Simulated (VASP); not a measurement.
# SiB5 (P4/mmm) in VASP: a series of runs

Runs on SiB5. Level: PBE. Tasks: single point.

Program: VASP 6.6.1. These are calculated values, not measurements. Logs are shortened: lines on timing, memory, paths and dates and some standing lists are left out, and cuts for length are marked.

## (1) The cell of the first run

It takes space group P4/mmm (No. 123, tetragonal). The conventional cell has a = 3.029 Å, b = 3.029 Å, c = 6.227 Å, α = 90.00°, β = 90.00°, γ = 90.00°. Within 2.8 Å of Si (site symmetry 4/mmm) lie 12 B at 2.14 to 2.64 Å. B (site symmetry 4/mmm) has 12 B at 2.14 to 2.65 Å within 2.8 Å. Within 2.2 Å of B (site symmetry 4/mmm) lie 2 B at 1.55 Å and 4 Si at 2.14 Å. Within 2.1 Å of B (site symmetry 4mm) lie 2 B at 1.55 to 1.56 Å. Within 2.2 Å of B (site symmetry 4/mmm) lie 6 B at 1.56 to 2.14 Å.

The cell was generated, and may not be a known phase.

## (2) Single point, PBE

INCAR

```
SYSTEM = SiB5
  PREC = Accurate
  ENCUT = 500
  EDIFF = 1E-6
  ISMEAR = 0
  SIGMA = 0.2
  LREAL = .FALSE.
  LASPH = .TRUE.
  NELM = 120
  ALGO = Normal
  ISIF = 2
  LWAVE = .FALSE.
  LCHARG = .FALSE.
  GGA = PE
  NBANDS = 18
  GGA_COMPAT = .FALSE.
```

KPOINTS

```
Automatic mesh
0
G
  5 5 3
  0 0 0
```

POSCAR

```
SiB5
1.0
    3.0292804317      0.0000000000      0.0000000000
    0.0000000000      3.0292804317      0.0000000000
    0.0000000000      0.0000000000      6.2270062985
Si B
1 5
Direct
    0.5000000000      0.5000000000      0.5000000000
    0.5000000000      0.5000000000      0.0000000000
    0.0000000000      0.0000000000      0.5000000000
    0.0000000000      0.0000000000      0.2510079500
    0.0000000000      0.0000000000      0.7489920500
    0.0000000000      0.0000000000      0.0000000000
```

Potentials or basis: VASP PAW PBE potentials, release 64 (Si, B).

Command:

```bash
$ cat potpaw_PBE.64/Si/POTCAR potpaw_PBE.64/B/POTCAR > POTCAR
$ mpirun -np 1 vasp_std > vasp.out
```

OUTCAR:

```text
SYSTEM = SiB5
   PREC = Accurate
   ENCUT = 500
   EDIFF = 1E-6
   ISMEAR = 0
   LREAL = .FALSE.
   LASPH = .TRUE.
   NELM = 120
   ISIF = 2
   GGA = PE

 ion  position               nearest neighbor table
   1  0.500  0.500  0.500-   3 2.14   3 2.14   3 2.14   3 2.14   4 2.64   5 2.64   5 2.64   4 2.64
                             5 2.64   4 2.64   4 2.64   5 2.64
   2  0.500  0.500  0.000-   6 2.14   6 2.14   6 2.14   6 2.14
   3  0.000  0.000  0.500-   4 1.55   5 1.55   1 2.14   1 2.14   1 2.14   1 2.14
   4  0.000  0.000  0.251-   3 1.55   6 1.56   1 2.64   1 2.64   1 2.64   1 2.64
   5  0.000  0.000  0.749-   3 1.55   6 1.56   1 2.64   1 2.64   1 2.64   1 2.64
   6  0.000  0.000  0.000-   4 1.56   5 1.56   2 2.14   2 2.14   2 2.14   2 2.14

  LATTYP: Found a simple tetragonal cell.
 ALAT       =     3.0292804317
 C/A-ratio  =     2.0556057582

  Lattice vectors:

 A1 = (   3.0292804317,   0.0000000000,   0.0000000000)
 A2 = (   0.0000000000,   3.0292804317,   0.0000000000)
 A3 = (   0.0000000000,   0.0000000000,   6.2270062985)

Analysis of symmetry for initial positions (statically):
=====================================================================
 Subroutine PRICEL returns:
 Original cell was already a primitive cell.

 Routine SETGRP: Setting up the symmetry group for a
 simple tetragonal supercell.

 Subroutine GETGRP returns: Found 16 space group operations
 (whereof 16 operations were pure point group operations)
 out of a pool of 16 trial point group operations.

The static configuration has the point symmetry D_4h.

Analysis of symmetry for dynamics (positions and initial velocities):
=====================================================================
 Subroutine PRICEL returns:
 Original cell was already a primitive cell.

 Routine SETGRP: Setting up the symmetry group for a
 simple tetragonal supercell.

 Subroutine GETGRP returns: Found 16 space group operations
 (whereof 16 operations were pure point group operations)
 out of a pool of 16 trial point group operations.

The dynamic configuration has the point symmetry D_4h.

 Subroutine INISYM returns: Found 16 space group operations
 (whereof 16 operations are pure point group operations),
 and found     1 'primitive' translations

----------------------------------------------------------------------------------------

                                     Primitive cell

  volume of cell :      57.1424

  direct lattice vectors                    reciprocal lattice vectors
     3.029280432  0.000000000  0.000000000     0.330111399  0.000000000  0.000000000
     0.000000000  3.029280432  0.000000000     0.000000000  0.330111399  0.000000000
     0.000000000  0.000000000  6.227006299     0.000000000  0.000000000  0.160590812

  length of vectors
     3.029280432  3.029280432  6.227006299     0.330111399  0.330111399  0.160590812

  position of ions in fractional coordinates (direct lattice)
     0.500000000  0.500000000  0.500000000
     0.500000000  0.500000000  0.000000000
     0.000000000  0.000000000  0.500000000
     0.000000000  0.000000000  0.251007950
     0.000000000  0.000000000  0.748992050
     0.000000000  0.000000000  0.000000000

  ion indices of the primitive-cell ions
   primitive index   ion index
                 1           1
                 2           2
                 3           3
                 4           4
                 5           5
                 6           6

----------------------------------------------------------------------------------------

 KPOINTS: Automatic mesh

Automatic generation of k-mesh.
 Grid dimensions read from file:
 generate k-points for:    5    5    3

 Generating k-lattice:

  Cartesian coordinates                     Fractional coordinates (reciprocal lattice)
     0.066022280  0.000000000  0.000000000     0.200000000  0.000000000  0.000000000
     0.000000000  0.066022280  0.000000000     0.000000000  0.200000000  0.000000000
     0.000000000  0.000000000  0.053530271     0.000000000  0.000000000  0.333333333

  Length of vectors
     0.066022280  0.066022280  0.053530271

  Shift w.r.t. Gamma in fractional coordinates (k-lattice)
     0.000000000  0.000000000  0.000000000

 Subroutine IBZKPT returns following result:
 ===========================================

 Found     12 irreducible k-points:

 Following reciprocal coordinates:
            Coordinates               Weight
  0.000000  0.000000  0.000000      1.000000
  0.200000  0.000000  0.000000      4.000000
  0.400000  0.000000  0.000000      4.000000
  0.200000  0.200000  0.000000      4.000000
  0.400000  0.200000  0.000000      8.000000
  0.400000  0.400000  0.000000      4.000000
  0.000000  0.000000  0.333333      2.000000
  0.200000  0.000000  0.333333      8.000000
  0.400000  0.000000  0.333333      8.000000
  0.200000  0.200000  0.333333      8.000000
  0.400000  0.200000  0.333333     16.000000
  0.400000  0.400000  0.333333      8.000000
   k-points           NKPTS =     12   k-points in BZ     NKDIM =     12   number of bands    NBANDS=     18
   number of dos      NEDOS =    301   number of ions     NIONS =      6
   total plane-waves  NPLWV =  27648
   dimension x,y,z NGX =    24 NGY =   24 NGZ =   48
   dimension x,y,z NGXF=    48 NGYF=   48 NGZF=   96
   ions per type =               1   5
   NGX,Y,Z   is equivalent  to a cutoff of  13.17, 13.17, 12.81 a.u.
   NGXF,Y,Z  is equivalent  to a cutoff of  26.34, 26.34, 25.63 a.u.
 SYSTEM =  SiB5
   PREC   = accura    normal or accurate (medium, high low for compatibility)
   ISTART =      0    job   : 0-new  1-cont  2-samecut
   ICHARG =      2    charge: 1-file 2-atom 10-const
   ISPIN  =      1    spin polarized calculation?
   LNONCOLLINEAR =      F non collinear calculations
   LSORBIT =      F    spin-orbit coupling
   LASPH  =      T    aspherical Exc in radial PAW
   ENCUT  =  500.0 eV  36.75 Ry    6.06 a.u.   5.52  5.52 11.35*2*pi/ulx,y,z
   NELM   =    120;   NELMIN=  2; NELMDL= -5     # of ELM steps
   EDIFF  = 0.1E-05   stopping-criterion for ELM
   LREAL  =      F    real-space projection
   EDIFFG = 0.1E-04   stopping-criterion for IOM
   NSW    =      0    number of steps for IOM
   IBRION =     -1    ionic relax: 0-MD 1-quasi-New 2-CG
   NFREE  =      0    steps in history (QN), initial steepest desc. (CG)
   ISIF   =      2    stress and relaxation
   ISYM   =      2    0-nonsym 1-usesym 2-fastsym
   POTIM  = 0.5000    time-step for ionic-motion
   TEBEG  =    0.0;   TEEND  =   0.0 temperature during run
   PSTRESS=    0.0 pullay stress
   NELECT =      19.0000    total number of electrons
   NUPDOWN=      -1.0000    fix difference up-down
   EMIN   =  10.00;   EMAX   =-10.00  energy-range for DOS
   EFERMI =   0.00;   METHOD = LEGACY
   ISMEAR =     0;   SIGMA  =   0.20  broadening in eV -4-tet -1-fermi 0-gaus
   EFERMI_NEDOS =   21; number of points for ismear=-14 and -15
   IALGO  =     38    algorithm
   IMIX   =      4    mixing-type and parameters
     AMIX     =   0.40;   BMIX     =  1.00
     AMIX_MAG =   1.60;   BMIX_MAG =  1.00
  volume/ion in A,a.u.               =       9.52        64.27
  Fermi-wavevector in a.u.,A,eV,Ry     =   1.134157  2.143246 17.501347  1.286313
  Thomas-Fermi vector in A             =   2.270861
   LORBIT       =      0    0 simple, 1 ext, 2 COOP (PROOUT), +10 PAW based schemes
   GGA     = PE    functional components
   LHFCALC =     F    Hartree Fock is set to
   AEXX    =    0.0000 exact exchange contribution
   IVDW    =     0    specifies the selected vdW correction
   LEPSILON=     F    determine dielectric tensor
   LRPA    =     F    only Hartree local field effects (RPA)
 non-spin polarized calculation
 Gauss-broadening in eV      SIGMA  =   0.20
  energy-cutoff  :      500.00
  volume of cell :       57.14
 maximum number of plane-waves:      1465
 NGX is ok and might be reduce to    24
   NGX = 11   NGY = 11   NGZ = 23

 number of electron      18.9999999 magnetization

 Free energy of the ion-electron system (eV)
  ---------------------------------------------------
  ext. energy  EPLUGINS =         0.00000000
  ---------------------------------------------------
  free energy    TOTEN  =       -32.36920115 eV

  energy without entropy =      -32.30709060  energy(sigma->0) =      -32.33814588

 E-fermi :   6.5047     XC(G=0): -11.1138

 val. band max:        6.4903979985   @ k =   0.4000   0.4000   0.3333
 cond. band min:       6.5821932328   @ k =   0.4000   0.0000   0.3333
 fundamental gap:      0.0917952343
 Fermi energy:         6.5046907792

 k-point     1 :       0.0000    0.0000    0.0000
  band No.  band energies     occupation
      1      -8.3166      2.00000
      2      -5.4518      2.00000
      3      -3.9543      2.00000
      4       1.0422      2.00000
      5       3.4741      2.00000
      6       3.4741      2.00000
[... 10 lines left out ...]
     17      13.8650      0.00000
     18      13.8650      0.00000

 k-point     2 :       0.2000    0.0000    0.0000
  band No.  band energies     occupation
      1      -7.7590      2.00000
      2      -4.9421      2.00000
      3      -3.4636      2.00000
      4       0.4524      2.00000
      5       1.3159      2.00000
      6       2.8987      2.00000
[... 10 lines left out ...]
     17      12.7316      0.00000
     18      13.6706      0.00000

 k-point     3 :       0.4000    0.0000    0.0000
  band No.  band energies     occupation
      1      -6.1500      2.00000
      2      -3.5326      2.00000
      3      -3.1189      2.00000
      4      -2.2235      2.00000
      5      -0.3370      2.00000
      6       1.8122      2.00000
[... 160 lines left out ...]
 k-point    11 :       0.4000    0.2000    0.3333
  band No.  band energies     occupation
      1      -5.4510      2.00000
      2      -3.8059      2.00000
      3      -2.3744      2.00000
      4      -0.6946      2.00000
      5      -0.4616      2.00000
      6       1.2387      2.00000
[... 10 lines left out ...]
     17      13.7796      0.00000
     18      14.7285      0.00000

 k-point    12 :       0.4000    0.4000    0.3333
  band No.  band energies     occupation
      1      -3.9558      2.00000
      2      -2.4363      2.00000
      3      -0.9152      2.00000
      4      -0.7205      2.00000
      5       0.2065      2.00000
      6       0.8232      2.00000
[... 10 lines left out ...]
     17      14.9082      0.00000
     18      16.6631      0.00000

------------------------ aborting loop because EDIFF is reached ----------------------------------------

  FORCE on cell =-STRESS in cart. coord.  units (eV):
  Direction    XX          YY          ZZ          XY          YZ          ZX
  --------------------------------------------------------------------------------------
  -------------------------------------------------------------------------------------
  Total       -0.1950284     -0.1950284      0.0347616      0.0000000      0.0000000      0.0000000
  in kB       -5.4682729     -5.4682729      0.9746566      0.0000000      0.0000000      0.0000000
  external PRESSURE =      -3.3206297 kB  Pullay stress =       0.0000000 kB

 VOLUME and BASIS-vectors are now :
 -----------------------------------------------------------------------------
  energy-cutoff  :      500.00
  volume of cell :       57.14
      direct lattice vectors                 reciprocal lattice vectors
     3.029280432  0.000000000  0.000000000     0.330111399  0.000000000  0.000000000
     0.000000000  3.029280432  0.000000000     0.000000000  0.330111399  0.000000000
     0.000000000  0.000000000  6.227006299     0.000000000  0.000000000  0.160590812

 POSITION                                       TOTAL-FORCE (eV/Angst)
 -----------------------------------------------------------------------------------
      1.51464      1.51464      3.11350         0.000000      0.000000      0.000000
      1.51464      1.51464      0.00000         0.000000      0.000000      0.000000
      0.00000      0.00000      3.11350         0.000000      0.000000      0.000000
      0.00000      0.00000      1.56303         0.000000      0.000000     -0.023193
      0.00000      0.00000      4.66398        -0.000000     -0.000000      0.023193
      0.00000      0.00000      0.00000         0.000000      0.000000      0.000000
 -----------------------------------------------------------------------------------
    total drift:                               -0.000000     -0.000000     -0.000000

  FREE ENERGIE OF THE ION-ELECTRON SYSTEM (eV)
  ---------------------------------------------------
  free  energy   TOTEN  =       -32.3692011530 eV

  energy  without entropy=      -32.3070905990  energy(sigma->0) =      -32.33814588
```

Wall time 8.1 s (1 thread of Intel Xeon Platinum 8375C at 2.90GHz (Ice Lake), shared host); peak memory 0.16 GiB.

Results:

```yaml
Free_energy: -32.3692 eV
Pressure: -0.3 GPa
Largest_force: 0.023 eV/Å
Band_gap_on_the_k_mesh: zero (an odd number of electrons rules out a gap without spin polarisation)
```

Forces in eV/Å, atoms in the order of the input:
```
Si   0.000  0.000  0.000
B    0.000  0.000  0.000
B    0.000  0.000  0.000
B    0.000  0.000 -0.023
B    0.000  0.000  0.023
B    0.000  0.000  0.000
```

Caveat: the k points lie up to 0.41 Å⁻¹ apart, too coarse for converged energies and pressures of a metal.

## (3) Single point, PBE

This run uses another cell than the first one, of 10.06 Å³/atom.

INCAR

```
SYSTEM = SiB5
PREC     = Accurate       ! precision mode
ENCUT    = 500            ! plane-wave cutoff, eV
EDIFF    = 1E-6           ! SCF threshold, eV
ISMEAR   = 0              ! smearing method
SIGMA    = 0.2            ! smearing width, eV
LREAL    = .FALSE.        ! projectors in reciprocal space
LASPH    = .TRUE.         ! aspherical terms in the spheres
NELM     = 120            ! most SCF steps
ALGO     = Normal         ! electronic algorithm
ISIF     = 2              ! what is computed and relaxed
LWAVE    = .FALSE.        ! write WAVECAR
LCHARG   = .FALSE.        ! write CHGCAR
GGA      = PE             ! functional
NBANDS   = 18             ! bands
GGA_COMPAT= .FALSE.
```

KPOINTS is that of step 2.

POSCAR

```
SiB5
1.0
    4.0727272987      0.0000000000      0.0000000000
    0.0000000000      4.0727272987      0.0000000000
    0.0000000000      0.0000000000      3.6407757391
Si B
1 5
Direct
    0.5000000000      0.5000000000      0.5000000000
    0.0000000000      0.0000000000      0.2591159277
    0.0000000000      0.0000000000      0.7408840723
    0.0000000000      0.5000000000      0.5000000000
    0.5000000000      0.0000000000      0.5000000000
    0.5000000000      0.5000000000      0.0000000000
```

Potentials or basis: VASP PAW PBE potentials, release 64 (Si, B).

Command:

```bash
$ cat potpaw_PBE.64/Si/POTCAR potpaw_PBE.64/B/POTCAR > POTCAR
$ mpirun -np 1 vasp_std > vasp.out
```

OUTCAR:

```text
SYSTEM = SiB5
   PREC = Accurate
   ENCUT = 500
   EDIFF = 1E-6
   ISMEAR = 0
   LREAL = .FALSE.
   LASPH = .TRUE.
   NELM = 120
   ISIF = 2
   GGA = PE

 ion  position               nearest neighbor table
   1  0.500  0.500  0.500-   6 1.82   6 1.82   4 2.04   5 2.04   5 2.04   4 2.04
   2  0.000  0.000  0.259-   3 1.75   3 1.89
   3  0.000  0.000  0.741-   2 1.75   2 1.89
   4  0.000  0.500  0.500-   1 2.04   1 2.04
   5  0.500  0.000  0.500-   1 2.04   1 2.04
   6  0.500  0.500  0.000-   1 1.82   1 1.82

[... 444 lines left out ...]
  -------------------------------------------------------------------------------------
  Total        0.0350193      0.0350193     -0.0297342      0.0000000      0.0000000     -0.0000000
  in kB        0.9290813      0.9290813     -0.7888637      0.0000000      0.0000000     -0.0000000
  external PRESSURE =       0.3564329 kB  Pullay stress =       0.0000000 kB

 VOLUME and BASIS-vectors are now :
 -----------------------------------------------------------------------------
  energy-cutoff  :      500.00
  volume of cell :       60.39
      direct lattice vectors                 reciprocal lattice vectors
     4.072727299  0.000000000  0.000000000     0.245535713  0.000000000  0.000000000
     0.000000000  4.072727299  0.000000000     0.000000000  0.245535713  0.000000000
     0.000000000  0.000000000  3.640775739     0.000000000  0.000000000  0.274666739

 POSITION                                       TOTAL-FORCE (eV/Angst)
 -----------------------------------------------------------------------------------
      2.03636      2.03636      1.82039         0.000000      0.000000     -0.000000
      0.00000      0.00000      0.94338        -0.000000     -0.000000      0.004006
      0.00000      0.00000      2.69739         0.000000     -0.000000     -0.004006
      0.00000      2.03636      1.82039         0.000000      0.000000     -0.000000
      2.03636      0.00000      1.82039         0.000000      0.000000     -0.000000
      2.03636      2.03636      0.00000         0.000000      0.000000     -0.000000
 -----------------------------------------------------------------------------------
    total drift:                                0.000000      0.000000     -0.000000

  FREE ENERGIE OF THE ION-ELECTRON SYSTEM (eV)
  ---------------------------------------------------
  free  energy   TOTEN  =       -29.0782418517 eV

  energy  without entropy=      -29.0402622834  energy(sigma->0) =      -29.05925207
```

stdout:

```text
POSCAR found type information on POSCAR SiB
 POSCAR found :  2 types and       6 ions
 scaLAPACK will be used
 LDA part: xc-table for (Slater+PW92), standard interpolation
 POSCAR, INCAR and KPOINTS ok, starting setup
 FFT: planning ... GRIDC
 FFT: planning ... GRID_SOFT
 FFT: planning ... GRID
 WAVECAR not read
 entering main loop
```

It took 9.1 s on 1 thread of Intel Xeon Platinum 8375C at 2.90GHz (Ice Lake), shared host; peak memory 0.15 GiB.

What came out:

- Free energy: -29.0782 eV
- Pressure: 0.0 GPa
- Largest force: 0.004 eV/Å
- Band gap on the k mesh: zero (an odd number of electrons rules out a gap without spin polarisation)

Forces on the atoms (eV/Å):
```
Si   0.000  0.000  0.000
B    0.000  0.000  0.004
B    0.000  0.000 -0.004
B    0.000  0.000  0.000
B    0.000  0.000  0.000
B    0.000  0.000  0.000
```

Levels at points of the mesh, in eV from the Fermi level:
| k point | band 7 | band 8 | band 9 | band 10 | band 11 | band 12 | band 13 | band 14 |
| --- | --- | --- | --- | --- | --- | --- | --- | --- |
| (0.00, 0.00, 0.00) | -4.30 | -1.09 | -1.09 | -0.25 | 0.79 | 3.04 | 3.71 | 3.71 |

Caveat: the k points lie up to 0.58 Å⁻¹ apart, too coarse for converged energies and pressures of a metal.

The gap in the log of VASP goes by the Fermi energy; the results here count the filled bands.